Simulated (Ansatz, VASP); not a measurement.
**KNbO3: VASP beside Ansatz**

```
K Nb O
1.0
     3.94693    0.00000    0.00000
     0.00000    3.94693    0.00000
     0.00000    0.00000    3.94693
K Nb O
1 1 3
Direct
  0.00000 0.00000 0.00000
  0.50000 0.50000 0.50000
  0.00000 0.50000 0.50000
  0.50000 0.00000 0.50000
  0.50000 0.50000 0.00000
```

Alike in both runs: task single point; functional PBEsol; k mesh 6 × 6 × 6; no spin polarisation.

```csv
,VASP,Ansatz
version,VASP 6.6.1,Ansatz 0.2.0
potentials or method,"VASP PAW PBE potentials, release 64 (K_sv, Nb_sv, O), cutoff 600 eV","plane waves, PAW"
occupations,"gaussian, width 0.01 eV",fixed
valence electrons in the cell,40,40
```

Ansatz gave:

| Property | Result |
| --- | --- |
| pressure (GPa) | 6.1 |

Question: Which values does VASP return?

Answer: Pressure (GPa): 5.9.

VASP's potentials were made for PBE, not for PBEsol.
